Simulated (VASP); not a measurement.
A run of VASP 6.6.1 is set up as follows.

Contents of INCAR:

```
SYSTEM = MgB
ALGO = Normal
EDIFF = 1E-6
ENCUT = 520
GGA = PS
ISIF = 2
ISMEAR = -1
LASPH = .TRUE.
LCHARG = .FALSE.
LREAL = .FALSE.
LWAVE = .FALSE.
NBANDS = 10
NELM = 100
PREC = Accurate
SIGMA = 0.05
```

Contents of KPOINTS:

```
k-points
0
G
  11 11 11
  0 0 0
```

The input POSCAR:

```
MgB
1.0
    2.9311688766      0.0000000000      0.0000000000
    0.0000000000      2.9311688766      0.0000000000
    0.0000000000      0.0000000000      2.9311688766
B Mg
1 1
Direct
    0.0000000000      0.0000000000      0.0000000000
    0.5000000000      0.5000000000      0.5000000000
```

Potentials or basis: VASP PAW PBE potentials, release 64 (B, Mg).

Launch:

```sh
$ cat potpaw_PBE.64/B/POTCAR potpaw_PBE.64/Mg/POTCAR > POTCAR
$ mpirun -np 1 vasp_std > vasp.out
```

(1) What does it give for the pressure?

## Answers

(1) -5.0 GPa.

Caveat: the PAW data sets were made with another functional, which shifts forces and pressure a little.
